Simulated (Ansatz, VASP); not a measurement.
**Two plane-wave programs on NaAl5O2**

```
Na Al O
1.0
     2.90065    0.00000    0.00000
    -1.45032    2.51204    0.00000
     0.00000    0.00000   14.63177
Na Al O
1 5 2
Direct
  0.00000 0.00000 0.00000
  0.66667 0.33333 0.18702
  0.33333 0.66667 0.81298
  0.33333 0.66667 0.34402
  0.00000 0.00000 0.50000
  0.66667 0.33333 0.65598
  0.33333 0.66667 0.11466
  0.66667 0.33333 0.88534
```

Alike in both runs: functional PBE; k mesh 12 × 12 × 2; occupations gaussian, width 0.1 eV; no spin polarisation.

Ansatz relaxed the structure, and its values are those at the end. VASP's run is a single point on that final structure, the one shown.

|  | VASP | Ansatz |
| --- | --- | --- |
| version | VASP 6.6.1 | Ansatz 0.2.0 |
| potentials or method | VASP PAW PBE potentials, release 64 (Na_pv, Al, O), cutoff 520 eV | scalar-relativistic, plane waves, PAW |
| valence electrons in the cell | 34 | 36 |

```tsv
	VASP	Ansatz	Ansatz less VASP
gap on the k mesh at the Fermi level (eV)	none	none	-
pressure (GPa)	0.0	0.0	+0.02
rms of the force components (eV/Å)	0.004	0.000	-0.0033
```

A gap of «none» marks a metal or a gap that the smearing closes. The functional is the same, so the differences come from potentials, cutoffs and numerics. VASP's potentials hold 34 valence electrons a cell and Ansatz's 36, so a difference there can come from the potentials and not from the codes.
